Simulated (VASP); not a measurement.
The system is Ag2Pt.

```xyz
3
Lattice="0.0000 2.9844 2.9844 2.9844 0.0000 2.9844 2.9844 2.9844 0.0000" Properties=species:S:1:pos:R:3 pbc="T T T"
Ag    1.4922    1.4922    1.4922
Ag    4.4766    4.4766    4.4766
Pt    0.0000    0.0000    0.0000
```

```yaml
Program: VASP 6.6.1
Task: relaxation of cell and atoms
Functional: PBE
Potentials_or_basis: VASP PAW PBE potentials, release 64 (Ag, Pt)
Cutoff: 600 eV
k_mesh: 6 × 6 × 6
Occupations: gaussian, width 0.1 eV
Spin: no spin polarisation
```

At the start: pressure 20.9 GPa; volume 17.72 Å³/atom.

Task: How do energy, volume and symmetry change on relaxing?

Result: Over 4 steps the energy falls by 158.4 meV/atom and the volume is 20.60 Å³/atom (+16.2 %); space group Fm-3m (No. 225, to 0.1 Å) before and after.

The path:
| step | energy change (eV) | largest force (eV/Å) | pressure (GPa) | volume (Å³) |
| --- | --- | --- | --- | --- |
| 1 | 0.0000 | 0.0000 | 20.93 | 53.16 |
| 2 | -0.0673 | 0.0000 | -9.58 | 73.04 |
| 3 | -0.4749 | 0.0000 | -0.37 | 61.98 |
| 4 | -0.4752 | 0.0000 | -0.09 | 61.80 |

Final structure:
```
Ag Pt
1.0
     0.00000    3.13793    3.13793
     3.13793    0.00000    3.13793
     3.13793    3.13793    0.00000
Ag Pt
2 1
Direct
  0.25000 0.25000 0.25000
  0.75000 0.75000 0.75000
  0.00000 0.00000 0.00000
```

Caveat: the volume moved by over 15 % at a fixed basis, so the end points are rough.
